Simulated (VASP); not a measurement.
Wanted: the native input for a VASP 6.6.1 run.

```yaml
Task: single point
Functional: r2SCAN
Potentials_or_basis: VASP PAW PBE potentials, release 64 (Fe)
Cutoff: 660 eV
k_mesh: 14 × 14 × 14
Occupations: fermi-dirac, width 0.05 eV
Spin: collinear spin, ferromagnetic start
Starting_moments: "[0.75] μB"
Dipole_correction: no
Further_INCAR_settings: ALGO = Normal; EDIFF = 1e-06; NBANDS = 14
```

The system is Fe.

```
Fe
1.0
    -1.36691    1.36691    1.36691
     1.36691   -1.36691    1.36691
     1.36691    1.36691   -1.36691
Fe
1
Direct
  0.00000 0.00000 0.00000
```

These files were run (other wordings do the same):

POSCAR

```
Fe
1.0
   -1.3669080663      1.3669080663      1.3669080663
    1.3669080663     -1.3669080663      1.3669080663
    1.3669080663      1.3669080663     -1.3669080663
Fe
1
Direct
    0.0000000000      0.0000000000      0.0000000000
```

INCAR.step1

```
SYSTEM = Fe
PREC     = Accurate       ! precision mode
ENCUT    = 660            ! plane-wave cutoff, eV
ISMEAR   = -1             ! smearing method
SIGMA    = 0.05           ! smearing width, eV
LREAL    = .FALSE.        ! projectors in reciprocal space
LASPH    = .TRUE.         ! aspherical terms in the spheres
NELM     = 200            ! most SCF steps
ISPIN    = 2              ! spin polarisation
MAGMOM   = 0.75           ! initial moments
LMAXMIX  = 4              ! l up to which the mixer works
NBANDS   = 14             ! bands
GGA      = PE             ! functional
ALGO     = Normal         ! electronic algorithm
EDIFF    = 1E-5           ! SCF threshold, eV
LWAVE    = .TRUE.         ! write WAVECAR
LCHARG   = .FALSE.        ! write CHGCAR
GGA_COMPAT= .FALSE.
```

INCAR.step2

```
SYSTEM = Fe
PREC     = Accurate       ! precision mode
ENCUT    = 660            ! plane-wave cutoff, eV
EDIFF    = 1E-6           ! SCF threshold, eV
ISMEAR   = -1             ! smearing method
SIGMA    = 0.05           ! smearing width, eV
LREAL    = .FALSE.        ! projectors in reciprocal space
LASPH    = .TRUE.         ! aspherical terms in the spheres
NELM     = 200            ! most SCF steps
ALGO     = Normal         ! electronic algorithm
ISIF     = 2              ! what is computed and relaxed
LWAVE    = .FALSE.        ! write WAVECAR
LCHARG   = .FALSE.        ! write CHGCAR
ISPIN    = 2              ! spin polarisation
MAGMOM   = 0.75           ! initial moments
LORBIT   = 11             ! projections on sites
LMAXMIX  = 4              ! l up to which the mixer works
METAGGA  = R2SCAN         ! meta-GGA
LMIXTAU  = .TRUE.       
NBANDS   = 14             ! bands
ISTART   = 1            
GGA_COMPAT= .FALSE.
```

KPOINTS

```
regular mesh
0
G
  14 14 14
  0 0 0
```

Potentials or basis: VASP PAW PBE potentials, release 64 (Fe).

The run is started by

```sh
$ cat potpaw_PBE.64/Fe/POTCAR > POTCAR
$ cp INCAR.step1 INCAR
$ mpirun -np 1 vasp_std > vasp.out
$ cp INCAR.step2 INCAR
$ mpirun -np 1 vasp_std > vasp.out
```

Results of the run:

- Pressure: 28.2 GPa
- Net moment: 2.31 μB per cell
- Site moments: Fe +2.33 μB
- Valence electrons inside the program's atomic spheres: Fe 7.53

Caveat: the cell stands under pressure; the PAW data sets were made with another functional, which shifts forces and pressure a little.

Run time: 2.2 min on 1 thread of Intel Xeon 8259CL, with other jobs on the host, peak memory 0.16 GiB.
